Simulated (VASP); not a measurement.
SrW, 2 atoms in the cell. Symmetry: R-3m, No. 166, trigonal system. The conventional cell has a = 3.057 Å, b = 3.057 Å, c = 16.887 Å, α = 90.00°, β = 90.00°, γ = 120.00°. Within 4.0 Å of Sr (site symmetry -3m) lie 6 Sr at 3.06 Å and 6 W at 3.32 Å. W (site symmetry -3m) has 6 W at 3.06 Å and 6 Sr at 3.32 Å within 4.0 Å. 

| Quantity | Value |
| --- | --- |
| Program | VASP 6.6.1 |
| Task | single point |
| Functional | PBE |
| Potentials or basis | VASP PAW PBE potentials, release 64 (Sr_sv, W_sv) |
| Cutoff | 520 eV |
| k mesh | 24 × 24 × 24 |
| Occupations | gaussian, width 0.1 eV |
| Spin | no spin polarisation |
| Dipole correction | no |
| Further INCAR settings | ALGO = Normal; EDIFF = 1e-06; NBANDS = 19 |

Potentials or basis: VASP PAW PBE potentials, release 64 (Sr_sv, W_sv).

The run is started by

```bash
$ cat potpaw_PBE.64/Sr_sv/POTCAR potpaw_PBE.64/W_sv/POTCAR > POTCAR
$ mpirun -np 1 vasp_std > vasp.out
```

Hardware: 1 thread of Intel(R) Xeon(R) Platinum 8259CL CPU @ 2.50GHz (Skylake/Cascade Lake) (shared host).

Q: How long does it take, and how much memory?

A: Run time: 53 min on 1 thread of Intel(R) Xeon(R) Platinum 8259CL CPU @ 2.50GHz (Skylake/Cascade Lake), with other jobs on the host, peak memory 1.3 GiB. Counts: scf iterations 15, k points 1313.
